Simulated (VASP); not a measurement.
## FeCo3: single point with PBE

The system is FeCo3.

```
CELL_PARAMETERS angstrom
2.47504 0.00000 0.00000
-1.23752 2.14345 0.00000
0.00000 0.00000 8.05219
ATOMIC_POSITIONS crystal
Fe 0.66667 0.33333 0.00000
Co 0.33333 0.66667 0.75000
Co 0.33333 0.66667 0.25000
Co 0.66667 0.33333 0.50000
```

```json
{"Program": "VASP 6.6.1", "Task": "single point", "Functional": "PBE", "Potentials or basis": "VASP PAW PBE potentials, release 64 (Fe, Co)", "Cutoff": "520 eV", "k mesh": "6 × 6 × 2", "Occupations": "gaussian, width 0.1 eV", "Spin": "collinear spin, ferromagnetic start", "Starting moments": "[4.0, 3.0, 3.0, 3.0] μB"}
```

```json
{
 "Pressure": "6.3 GPa",
 "Largest force": "0.490 eV/Å",
 "Net moment": "6.90 μB per cell",
 "Site moments": "Fe +2.20; Co +1.57, +1.59 μB",
 "Valence electrons inside the program's atomic spheres": "Fe 7.37; Co 8.33, 8.30"
}
```

Forces on the atoms (eV/Å):
```
Fe   0.000  0.000  0.000
Co   0.000  0.000 -0.490
Co   0.000  0.000  0.490
Co   0.000  0.000  0.000
```

Stress tensor (GPa, compression positive):
```
5.34 0.00 0.00
0.00 5.34 0.00
0.00 0.00 8.23
```

Levels at points of the mesh, in eV from the Fermi level:
Spin up:
```
           k point  band 18  band 19  band 20  band 21  band 22  band 23  band 24  band 25
(0.00, 0.00, 0.00)    -0.96    -0.96    -0.95    -0.95    -0.52    -0.52    -0.06     6.71
(0.50, 0.00, 0.00)    -0.45    -0.34     0.11     1.58     1.73     1.81     3.67     7.58
(0.00, 0.00, 0.50)    -1.48    -1.38    -1.38    -0.75    -0.75    -0.51    -0.51     9.56
(0.50, 0.00, 0.50)    -0.49    -0.44     0.11     1.02     1.21     3.08     3.34     8.41
```
Spin down:
| k point | band 10 | band 11 | band 12 | band 13 | band 14 | band 15 | band 16 | band 17 | band 18 | band 19 |
| --- | --- | --- | --- | --- | --- | --- | --- | --- | --- | --- |
| (0.00, 0.00, 0.00) | -0.94 | -0.73 | -0.72 | -0.72 | -0.17 | -0.17 | -0.06 | 0.02 | 0.02 | 0.90 |
| (0.50, 0.00, 0.00) | -0.83 | -0.44 | 0.01 | 0.36 | 0.40 | 0.61 | 1.30 | 1.39 | 1.42 | 1.86 |
| (0.00, 0.00, 0.50) | -0.91 | -0.91 | -0.71 | -0.70 | -0.70 | -0.27 | -0.27 | 0.34 | 0.34 | 0.49 |
| (0.50, 0.00, 0.50) | -0.63 | -0.47 | -0.29 | 0.46 | 0.57 | 0.90 | 1.27 | 1.39 | 1.42 | 1.69 |

It used 250 s of CPU time on 1 thread of AMD EPYC 7R13 Processor (Zen 3), on a shared host.

Caveat: the k points lie up to 0.49 Å⁻¹ apart.
